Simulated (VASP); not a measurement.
# SrCl2 (Fm-3m) in VASP: notebook

The runs below take SrCl2 through relaxation of cell and atoms, single point, with LDA, HSE06.

Everything below comes from runs of VASP 6.6.1. Logs are shortened: lines on timing, memory, paths and dates and some standing lists are left out, and cuts for length are marked.

### 1 The cell of the first run

It takes space group Fm-3m (No. 225, cubic). Conventional cell: a = 7.039 Å, b = 7.039 Å, c = 7.039 Å, α = 90.00°, β = 90.00°, γ = 90.00°. Within 4.0 Å of Sr (site symmetry m-3m) lie 8 Cl at 3.05 Å. Cl (site symmetry -43m) has 4 Sr at 3.05 Å and 6 Cl at 3.52 Å within 4.0 Å.

### 2 Relaxation of cell and atoms, LDA

Contents of INCAR:

```
SYSTEM = SrCl2
  ALGO = Normal
  EDIFF = 1E-6
  EDIFFG = -0.005
  ENCUT = 600
  GGA = CA
  IBRION = 2
  ISIF = 3
  ISMEAR = -1
  LASPH = .TRUE.
  LCHARG = .FALSE.
  LREAL = .FALSE.
  LWAVE = .FALSE.
  NELM = 100
  NSW = 80
  PREC = Accurate
  SIGMA = 0.02
```

Contents of KPOINTS:

```
k-points
0
G
  6 6 6
  0 0 0
```

Contents of POSCAR:

```
SrCl2
1.0
    0.0000000000      3.5193856312      3.5193856312
    3.5193856312      0.0000000000      3.5193856312
    3.5193856312      3.5193856312      0.0000000000
Sr Cl
1 2
Direct
    0.0000000000      0.0000000000      0.0000000000
    0.7500000000      0.7500000000      0.7500000000
    0.2500000000      0.2500000000      0.2500000000
```

Potentials or basis: VASP PAW LDA potentials, release 64 (Sr_sv, Cl).

Command:

```console
$ cat potpaw_LDA.64/Sr_sv/POTCAR potpaw_LDA.64/Cl/POTCAR > POTCAR
$ mpirun -np 1 vasp_std > vasp.out
```

OUTCAR:

```text
SYSTEM = SrCl2
   EDIFF = 1E-6
   EDIFFG = -0.005
   ENCUT = 600
   GGA = CA
   IBRION = 2
   ISIF = 3
   ISMEAR = -1
   LASPH = .TRUE.
   LREAL = .FALSE.
   NELM = 100
   NSW = 80
   PREC = Accurate

 ion  position               nearest neighbor table
   1  0.000  0.000  0.000-   2 3.05   2 3.05   2 3.05   3 3.05   3 3.05   3 3.05   3 3.05   2 3.05

   2  0.750  0.750  0.750-   1 3.05   1 3.05   1 3.05   1 3.05
   3  0.250  0.250  0.250-   1 3.05   1 3.05   1 3.05   1 3.05

  LATTYP: Found a face centered cubic cell.
 ALAT       =     7.0387712624

  Lattice vectors:

 A1 = (   0.0000000000,   3.5193856312,   3.5193856312)
 A2 = (   3.5193856312,   0.0000000000,   3.5193856312)
 A3 = (   3.5193856312,   3.5193856312,   0.0000000000)

Analysis of symmetry for initial positions (statically):
=====================================================================
 Subroutine PRICEL returns:
 Original cell was already a primitive cell.

 Routine SETGRP: Setting up the symmetry group for a
 face centered cubic supercell.

 Subroutine GETGRP returns: Found 48 space group operations
 (whereof 48 operations were pure point group operations)
 out of a pool of 48 trial point group operations.

The static configuration has the point symmetry O_h .

Analysis of symmetry for dynamics (positions and initial velocities):
=====================================================================
 Subroutine PRICEL returns:
 Original cell was already a primitive cell.

 Routine SETGRP: Setting up the symmetry group for a
 face centered cubic supercell.

 Subroutine GETGRP returns: Found 48 space group operations
 (whereof 48 operations were pure point group operations)
 out of a pool of 48 trial point group operations.

The dynamic configuration has the point symmetry O_h .

 Subroutine INISYM returns: Found 48 space group operations
 (whereof 48 operations are pure point group operations),
 and found     1 'primitive' translations

----------------------------------------------------------------------------------------

                                     Primitive cell

  volume of cell :      87.1828

  direct lattice vectors                    reciprocal lattice vectors
     0.000000000  3.519385631  3.519385631    -0.142070251  0.142070251  0.142070251
     3.519385631  0.000000000  3.519385631     0.142070251 -0.142070251  0.142070251
     3.519385631  3.519385631  0.000000000     0.142070251  0.142070251 -0.142070251

  length of vectors
     4.977162891  4.977162891  4.977162891     0.246072893  0.246072893  0.246072893

  position of ions in fractional coordinates (direct lattice)
     0.000000000  0.000000000  0.000000000
     0.750000000  0.750000000  0.750000000
     0.250000000  0.250000000  0.250000000

  ion indices of the primitive-cell ions
   primitive index   ion index
                 1           1
                 2           2
                 3           3

----------------------------------------------------------------------------------------

 KPOINTS: k-points

Automatic generation of k-mesh.
 Grid dimensions read from file:
 generate k-points for:    6    6    6

 Generating k-lattice:

  Cartesian coordinates                     Fractional coordinates (reciprocal lattice)
    -0.023678375  0.023678375  0.023678375     0.166666667  0.000000000  0.000000000
     0.023678375 -0.023678375  0.023678375     0.000000000  0.166666667  0.000000000
     0.023678375  0.023678375 -0.023678375     0.000000000  0.000000000  0.166666667

  Length of vectors
     0.041012149  0.041012149  0.041012149

  Shift w.r.t. Gamma in fractional coordinates (k-lattice)
     0.000000000  0.000000000  0.000000000

 Subroutine IBZKPT returns following result:
 ===========================================

 Found     16 irreducible k-points:

 Following reciprocal coordinates:
            Coordinates               Weight
  0.000000  0.000000  0.000000      1.000000
  0.166667  0.000000  0.000000      8.000000
  0.333333  0.000000  0.000000      8.000000
  0.500000  0.000000  0.000000      4.000000
  0.166667  0.166667  0.000000      6.000000
  0.333333  0.166667  0.000000     24.000000
[... 8 lines left out ...]
 -0.333333  0.333333  0.166667     24.000000
 -0.333333  0.500000  0.166667     12.000000
   k-points           NKPTS =     16   k-points in BZ     NKDIM =     16   number of bands    NBANDS=     16
   number of dos      NEDOS =    301   number of ions     NIONS =      3
   total plane-waves  NPLWV =  64000
   dimension x,y,z NGX =    40 NGY =   40 NGZ =   40
   dimension x,y,z NGXF=    80 NGYF=   80 NGZF=   80
   ions per type =               1   2
   NGX,Y,Z   is equivalent  to a cutoff of  13.36, 13.36, 13.36 a.u.
   NGXF,Y,Z  is equivalent  to a cutoff of  26.72, 26.72, 26.72 a.u.
 SYSTEM =  SrCl2
   PREC   = accura    normal or accurate (medium, high low for compatibility)
   ISTART =      0    job   : 0-new  1-cont  2-samecut
   ICHARG =      2    charge: 1-file 2-atom 10-const
   ISPIN  =      1    spin polarized calculation?
   LNONCOLLINEAR =      F non collinear calculations
   LSORBIT =      F    spin-orbit coupling
   LASPH  =      T    aspherical Exc in radial PAW
   ENCUT  =  600.0 eV  44.10 Ry    6.64 a.u.   9.94  9.94  9.94*2*pi/ulx,y,z
   NELM   =    100;   NELMIN=  2; NELMDL= -5     # of ELM steps
   EDIFF  = 0.1E-05   stopping-criterion for ELM
   LREAL  =      F    real-space projection
   EDIFFG = -.5E-02   stopping-criterion for IOM
   NSW    =     80    number of steps for IOM
   IBRION =      2    ionic relax: 0-MD 1-quasi-New 2-CG
   NFREE  =      1    steps in history (QN), initial steepest desc. (CG)
   ISIF   =      3    stress and relaxation
   ISYM   =      2    0-nonsym 1-usesym 2-fastsym
   POTIM  = 0.5000    time-step for ionic-motion
   TEBEG  =    0.0;   TEEND  =   0.0 temperature during run
   PSTRESS=    0.0 pullay stress
   NELECT =      24.0000    total number of electrons
   NUPDOWN=      -1.0000    fix difference up-down
   EMIN   =  10.00;   EMAX   =-10.00  energy-range for DOS
   EFERMI =   0.00;   METHOD = LEGACY
   ISMEAR =    -1;   SIGMA  =   0.02  broadening in eV -4-tet -1-fermi 0-gaus
   EFERMI_NEDOS =   21; number of points for ismear=-14 and -15
   IALGO  =     38    algorithm
   IMIX   =      4    mixing-type and parameters
     AMIX     =   0.40;   BMIX     =  1.00
     AMIX_MAG =   1.60;   BMIX_MAG =  1.00
  volume/ion in A,a.u.               =      29.06       196.11
  Fermi-wavevector in a.u.,A,eV,Ry     =   1.064964  2.012491 15.431034  1.134149
  Thomas-Fermi vector in A             =   2.200500
   LORBIT       =      0    0 simple, 1 ext, 2 COOP (PROOUT), +10 PAW based schemes
   GGA     = CA    functional components
   LHFCALC =     F    Hartree Fock is set to
   AEXX    =    0.0000 exact exchange contribution
   IVDW    =     0    specifies the selected vdW correction
   LEPSILON=     F    determine dielectric tensor
   LRPA    =     F    only Hartree local field effects (RPA)
 conjugate gradient relaxation of ions
 non-spin polarized calculation
  energy-cutoff  :      600.00
  volume of cell :       87.18
 maximum number of plane-waves:      2922
   NGX = 19   NGY = 19   NGZ = 19

--------------------------------------- Ionic step        1  -------------------------------------------

 number of electron      23.9999996 magnetization

 Free energy of the ion-electron system (eV)
  ---------------------------------------------------
  ext. energy  EPLUGINS =         0.00000000
  ---------------------------------------------------
  free energy    TOTEN  =       -13.98196238 eV

  energy without entropy =      -13.98196238  energy(sigma->0) =      -13.98196238

------------------------ aborting loop because EDIFF is reached ----------------------------------------

  FORCE on cell =-STRESS in cart. coord.  units (eV):
  Direction    XX          YY          ZZ          XY          YZ          ZX
  --------------------------------------------------------------------------------------
  -------------------------------------------------------------------------------------
  Total       -1.8793111     -1.8793111     -1.8793111      0.0000000      0.0000000      0.0000000
  in kB      -34.5365288    -34.5365288    -34.5365288      0.0000000      0.0000000      0.0000000
  external PRESSURE =     -34.5365288 kB  Pullay stress =       0.0000000 kB

 VOLUME and BASIS-vectors are now :
 -----------------------------------------------------------------------------
  energy-cutoff  :      600.00
  volume of cell :       87.18
      direct lattice vectors                 reciprocal lattice vectors
     0.000000000  3.519385631  3.519385631    -0.142070251  0.142070251  0.142070251
     3.519385631  0.000000000  3.519385631     0.142070251 -0.142070251  0.142070251
     3.519385631  3.519385631  0.000000000     0.142070251  0.142070251 -0.142070251
[... 38 lines left out ...]
 POSITION                                       TOTAL-FORCE (eV/Angst)
 -----------------------------------------------------------------------------------
      3.41303      0.00000      3.41303         0.000000     -0.000000      0.000000
      5.11954      5.11954      5.11954        -0.000000     -0.000000     -0.000000
      1.70651      1.70651      1.70651         0.000000      0.000000      0.000000
 -----------------------------------------------------------------------------------
    total drift:                               -0.000000     -0.000000      0.000000

  FREE ENERGIE OF THE ION-ELECTRON SYSTEM (eV)
  ---------------------------------------------------
  free  energy   TOTEN  =       -14.0783452120 eV

  energy  without entropy=      -14.0783452120  energy(sigma->0) =      -14.07834521

--------------------------------------- Ionic step        3  -------------------------------------------

 number of electron      24.0000002 magnetization

 Free energy of the ion-electron system (eV)
  ---------------------------------------------------
  ext. energy  EPLUGINS =         0.00000000
  ---------------------------------------------------
  free energy    TOTEN  =       -14.07878314 eV

  energy without entropy =      -14.07878314  energy(sigma->0) =      -14.07878314

 E-fermi :   0.9083     XC(G=0):  -9.1060

 val. band max:        0.4608561589   @ k =   0.5000   0.5000   0.0000
 cond. band min:       5.5603785458   @ k =   0.5000   0.5000   0.0000
 fundamental gap:      5.0995223869
 Fermi energy:         0.9083420401

 k-point     1 :       0.0000    0.0000    0.0000
  band No.  band energies     occupation
      1     -32.0226      2.00000
      2     -14.1601      2.00000
      3     -14.1601      2.00000
      4     -14.1601      2.00000
      5     -13.0129      2.00000
      6     -11.9697      2.00000
[... 8 lines left out ...]
     15       6.2298      0.00000
     16       9.2842      0.00000
[... 305 lines left out ...]
 POSITION                                       TOTAL-FORCE (eV/Angst)
 -----------------------------------------------------------------------------------
      0.00000      0.00000      0.00000         0.000000      0.000000      0.000000
      5.10922      5.10922      5.10922        -0.000000     -0.000000     -0.000000
      1.70307      1.70307      1.70307         0.000000      0.000000      0.000000
 -----------------------------------------------------------------------------------
    total drift:                               -0.000000     -0.000000      0.000000

  FREE ENERGIE OF THE ION-ELECTRON SYSTEM (eV)
  ---------------------------------------------------
  free  energy   TOTEN  =       -14.0787831353 eV

  energy  without entropy=      -14.0787831353  energy(sigma->0) =      -14.07878314

 reached required accuracy - stopping structural energy minimisation
```

Wall time 74 s (1 thread of Intel Xeon Platinum 8259CL at 2.50GHz (Skylake/Cascade Lake), shared host); peak memory 0.21 GiB.

What came out:

* Free energy: -14.0788 eV
* Relaxed volume: 26.35 Å³/atom
* Relaxed cell: a = 4.817 Å, b = 4.817 Å, c = 4.817 Å, α = 60.00°, β = 60.00°, γ = 60.00°
* Space group after relaxing (to 0.05 Å): Fm-3m (No. 225)
* Energy gained by relaxing: 32.3 meV/atom
* Ionic steps: 3
* Pressure after relaxing: 0.0 GPa
* Band gap on the k mesh: 5.10 eV, direct

Step by step:
```tsv
step	energy change (eV)	largest force (eV/Å)	pressure (GPa)	volume (Å³)
1	0.0000	0.0000	-3.45	87.18
2	-0.0964	0.0000	-0.27	79.51
3	-0.0968	0.0000	-0.02	79.04
```

Final structure:
```cif
data_structure
_symmetry_space_group_name_H-M 'P 1'
_symmetry_Int_Tables_number 1
_cell_length_a 4.8170
_cell_length_b 4.8170
_cell_length_c 4.8170
_cell_angle_alpha 60.000
_cell_angle_beta 60.000
_cell_angle_gamma 60.000
_cell_volume 79.04
loop_
_atom_site_label
_atom_site_type_symbol
_atom_site_fract_x
_atom_site_fract_y
_atom_site_fract_z
_atom_site_occupancy
Sr1 Sr 0.00000 0.00000 0.00000 1
Cl1 Cl 0.75000 0.75000 0.75000 1
Cl2 Cl 0.25000 0.25000 0.25000 1
```

A k mesh can miss the band edges. A hybrid or GW would open this gap; LDA tends to underestimate it.

(Part 1 of 2 ends here.)
